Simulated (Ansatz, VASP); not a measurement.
**Two plane-wave programs on TiTe2**

File INCAR:

```
ALGO     = Normal         # electronic algorithm
EDIFF    = 1E-6           # SCF threshold, eV
ENCUT    = 500            # plane-wave cutoff, eV
GGA      = PE             # functional
GGA_COMPAT= False        
ISIF     = 2              # what is computed and relaxed
ISMEAR   = -1             # smearing method
LASPH    = True           # aspherical terms in the spheres
LCHARG   = False          # write CHGCAR
LREAL    = False          # projectors in reciprocal space
LWAVE    = False          # write WAVECAR
NBANDS   = 19             # bands
NELM     = 120            # most SCF steps
PREC     = Accurate       # precision mode
SIGMA    = 0.02           # smearing width, eV
```

The input KPOINTS:

```
k-points
0
Gamma
  3 3 3
```

File POSCAR:

```
TiTe2
1.0
    1.8800618742      1.0854542292      6.8151508202
   -1.8800618742      1.0854542292      6.8151508202
    0.0000000000     -2.1709084583      6.8151508202
Ti Te
1 2
Direct
   -0.0003050365     -0.0003050365     -0.0003050365
    0.4191340035      0.4191340035      0.4191340035
    0.2478376996      0.2478376996      0.2478376996
```

Input for Ansatz:

```yaml
crystal:
  lattice:
    - [1.8800618742, 1.0854542292, 6.8151508202]
    - [-1.8800618742, 1.0854542292, 6.8151508202]
    - [0.0, -2.1709084583, 6.8151508202]
  atoms:
    - { symbol: Ti, position: [-0.0003050365, -0.0003050365, -0.0003050365] }
    - { symbol: Te, position: [0.4191340035, 0.4191340035, 0.4191340035] }
    - { symbol: Te, position: [0.2478376996, 0.2478376996, 0.2478376996] }
kpoints:
  mp_grid: { grid: [3, 3, 3] }
hamiltonian:
  xc: pbe
scf:
  occupations: { method: fermi_dirac, width: 0.02 }
  n_extra_bands: 4
output:
  forces: true
  stress: true
  eigenvalues: true
```

Alike in both runs: task single point; functional PBE; k mesh 3 × 3 × 3; occupations fermi-dirac, width 0.02 eV; no spin polarisation.

```csv
,VASP,Ansatz
version,VASP 6.6.1,Ansatz 0.2.0
potentials or method,"VASP PAW PBE potentials, release 64 (Ti_sv, Te)",plane waves
plane-wave cutoff (eV),500,420
valence electrons in the cell,24,44
```

```tsv
	VASP	Ansatz	Ansatz less VASP
pressure (GPa)	1.7	1.8	+0.07
traceless stress, the component that is largest in VASP (GPa)	-1.94	-1.94	-0.008
rms of the force components (eV/Å)	0.052	0.055	+0.0035
```

Atom by atom the forces differ by 0.007 eV/Å (rms over components). VASP's potentials hold 24 valence electrons a cell and Ansatz's 44, so a difference there can come from the potentials and not from the codes.

The k mesh is coarse, so the values compare programs but aren't converged. Neither program's run includes spin-orbit coupling.
